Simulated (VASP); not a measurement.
Runs of VASP 6.6.1 on Ti. The structure is that of space group Im-3m (No. 229), or close to it. The cells are those of the table. This isn't the form of Ti at room conditions, which is hcp.

```tsv
cell	k mesh	gap on the mesh (eV)	pressure (GPa)	moment (μB)
a = 2.782 Å, angles 109.5°, 1 atom	22 × 22 × 22	none	4.3	0.00
a = 2.820 Å, angles 109.5°, 1 atom	13 × 13 × 13	none	(a)	0.00
a = 2.702 Å, angles 109.5°, 1 atom	22 × 22 × 22	none	16.3	0.00
a = 2.820 Å, angles 109.5°, 1 atom	22 × 22 × 22	none	(b)	0.00
a = 2.743 Å, angles 109.5°, 1 atom	22 × 22 × 22	none	9.8	0.00
```

Alike in all rows: task single point; level PBE; potentials or basis VASP PAW PBE potentials, release 64 (Ti_sv); spin collinear; cutoff (eV) 520; smearing fermi-dirac 0.05 eV.

Fill in the values left out.

(a) -0.2; (b) -0.3.

Caveats: the cell stands under pressure (at least some runs).

A gap of «none» marks levels without a gap at the run's occupations.
